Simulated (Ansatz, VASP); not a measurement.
# One calculation of SiNi3, two programs

```
CELL_PARAMETERS angstrom
3.37471 0.00000 0.00000
0.00000 3.37471 0.00000
0.00000 0.00000 3.46125
ATOMIC_POSITIONS crystal
Si 0.00000 0.00000 0.00000
Ni 0.00000 0.50000 0.50000
Ni 0.50000 0.00000 0.50000
Ni 0.50000 0.50000 0.00000
```

Change from the starting cell: strain -0.025 along x and y, +0.000 along z, atoms carried along.

Alike in both runs: task single point; functional PBEsol; k mesh 14 × 14 × 14; occupations gaussian, width 0.15 eV; no spin polarisation.

|  | VASP | Ansatz |
| --- | --- | --- |
| version | VASP 6.6.1 | Ansatz 0.2.0 |
| potentials or method | VASP PAW PBE potentials, release 64 (Si, Ni), cutoff 520 eV | scalar-relativistic, plane waves, PAW |
| valence electrons in the cell | 34 | 58 |

VASP gave:

- gap on the k mesh at the Fermi level (eV): none
- pressure (GPa): 13.8
- traceless stress, the component that is largest in VASP (GPa): -3.52

Task: Estimate Ansatz's values.

Result: gap on the k mesh at the Fermi level (eV): none; pressure (GPa): 13.7; traceless stress, the component that is largest in VASP (GPa): -3.58.

VASP's potentials were made for PBE, not for PBEsol. A gap of «none» marks a metal or a gap that the smearing closes. The functional is the same, so the differences come from potentials, cutoffs and numerics. VASP's potentials hold 34 valence electrons a cell and Ansatz's 58, so a difference there can come from the potentials and not from the codes.
